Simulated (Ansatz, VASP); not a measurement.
# One calculation of CaS, two programs

Contents of INCAR:

```
SYSTEM = CaS
ALGO = Normal
EDIFF = 1E-6
ENCUT = 500
GGA = RE
GGA_COMPAT = .FALSE.
ISIF = 2
ISMEAR = 0
LASPH = .TRUE.
LCHARG = .FALSE.
LREAL = .FALSE.
LWAVE = .FALSE.
NBANDS = 15
NELM = 120
PREC = Accurate
SIGMA = 0.05
```

Contents of KPOINTS:

```
k-points
0
G
  8 8 8
  0 0 0
```

Contents of POSCAR:

```
CaS
1.0
    0.0000000000      2.8454433792      2.8454433792
    2.8454433792      0.0000000000      2.8454433792
    2.8454433792      2.8454433792      0.0000000000
Ca S
1 1
Direct
    0.5000000000      0.5000000000      0.5000000000
    0.0000000000      0.0000000000      0.0000000000
```

Input for Ansatz:

```yaml
crystal:
  lattice:
    - [0.0, 2.8454433792, 2.8454433792]
    - [2.8454433792, 0.0, 2.8454433792]
    - [2.8454433792, 2.8454433792, 0.0]
  atoms:
    - { symbol: Ca, position: [0.5, 0.5, 0.5] }
    - { symbol: S, position: [0.0, 0.0, 0.0] }
basis:
  ecutwfc: 420
  ecutrho_ratio: 4
kpoints:
  mp_grid: { grid: [8, 8, 8] }
hamiltonian:
  xc: revpbe
scf:
  occupations: { method: gaussian, width: 0.05 }
output:
  forces: true
  stress: true
  eigenvalues: true
```

Alike in both runs: task single point; functional revPBE; k mesh 8 × 8 × 8; occupations gaussian, width 0.05 eV; no spin polarisation.

```csv
,VASP,Ansatz
version,VASP 6.6.1,Ansatz 0.2.0
potentials or method,"VASP PAW PBE potentials, release 64 (Ca_sv, S), cutoff 500 eV","scalar-relativistic, plane waves, PAW"
valence electrons in the cell,16,16
```

Ansatz gave:

```
gap on the k mesh at the Fermi level (eV) : 2.45
least direct gap on the mesh (eV)         : 3.25
pressure (GPa)                            : 2.3
```

Question: Estimate VASP's values.

Answer: gap on the k mesh at the Fermi level (eV): 2.44; least direct gap on the mesh (eV): 3.24; pressure (GPa): 2.5.

VASP's potentials were made for PBE, not for revPBE.
